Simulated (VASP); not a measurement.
Write the native input for VASP 6.6.1 that does the following.

```
Task                   : single point
Functional             : LDA
Potentials or basis    : VASP PAW LDA potentials, release 64 (Sr_sv, O)
Cutoff                 : 520 eV
k mesh                 : 8 × 8 × 8
Occupations            : gaussian, width 0.05 eV
Spin                   : no spin polarisation
Dipole correction      : no
Further INCAR settings : ALGO = Normal; EDIFF = 1e-06; NBANDS = 15
```

The structure of SrO lies in POSCAR:

```
SrO
1.0
    0.0000000000      2.6340450000      2.5055550000
    2.6340450000      0.0000000000      2.5055550000
    2.6340450000      2.6340450000      0.0000000000
Sr O
1 1
Direct
    0.0000000000      0.0000000000      0.0000000000
    0.5000000000      0.5000000000      0.5000000000
```

This cell differs from its parent crystal: strain +0.025 along x and y, -0.025 along z.

One way to write it, as run:

INCAR

```
PREC = Accurate ; ENCUT = 520
EDIFF = 1E-6 ; ISMEAR = 0
SIGMA = 0.05 ; LREAL = F
LASPH = T ; NELM = 60
ALGO = Normal ; ISIF = 2
LWAVE = F ; LCHARG = F
GGA = CA ; NBANDS = 15
```

KPOINTS

```
Automatic mesh
0
Gamma
  8 8 8
```

Potentials or basis: VASP PAW LDA potentials, release 64 (Sr_sv, O).

Run with:

```sh
$ cat potpaw_LDA.64/Sr_sv/POTCAR potpaw_LDA.64/O/POTCAR > POTCAR
$ mpirun -np 1 vasp_std > vasp.out
```

Results of the run:

```yaml
Pressure: -5.0 GPa
Band_gap_on_the_k_mesh: 2.87 eV, indirect (least direct gap 3.13 eV)
```

Caveat: the cell differs from its parent crystal (strain +0.025 along x and y, -0.025 along z).

Run time: 21 s on 1 thread of Intel(R) Xeon(R) Platinum 8488C (Sapphire Rapids) (shared host), peak memory 0.16 GiB.
